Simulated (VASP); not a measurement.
# GaTeCl3: single point with PBE

GaTeCl3:

```
CELL_PARAMETERS angstrom
5.53026 0.00000 0.00000
0.00000 5.53026 0.00000
0.00000 0.00000 5.53026
ATOMIC_POSITIONS crystal
Ga 0.00000 0.00000 0.00000
Te 0.50000 0.50000 0.50000
Cl 0.00000 0.50000 0.50000
Cl 0.50000 0.00000 0.50000
Cl 0.50000 0.50000 0.00000
```

```
Program                : VASP 6.6.1
Task                   : single point
Functional             : PBE
Potentials or basis    : VASP PAW PBE potentials, release 64 (Ga_d, Te, Cl)
Cutoff                 : 520 eV
k mesh                 : 8 × 8 × 8
Occupations            : gaussian, width 0.1 eV
Spin                   : no spin polarisation
Dipole correction      : no
Further INCAR settings : ALGO = Normal; EDIFF = 1e-06; NBANDS = 28
```

* Pressure: -0.1 GPa
* Band gap on the k mesh: zero (bands 20 and 21 overlap by 3.20 eV)

Levels at points of the mesh, in eV from the Fermi level:
```
           k point  band 18  band 19  band 20  band 21  band 22  band 23
(0.00, 0.00, 0.00)    -3.19    -3.19     1.89     1.89     1.89     2.84
(0.50, 0.00, 0.00)    -3.20    -3.15    -0.43     0.76     1.60     1.60
(0.50, 0.50, 0.00)    -2.76    -2.47    -0.83    -0.83     1.30     1.33
(0.50, 0.50, 0.50)    -2.75    -1.80    -1.31    -1.31    -1.31     1.77
```

Wall time 3.6 min on 1 thread of Intel Xeon 8259CL, with other jobs on the host, peak memory 0.36 GiB.

Caveat: spin-orbit coupling is left out, which moves the levels of the heavy elements.
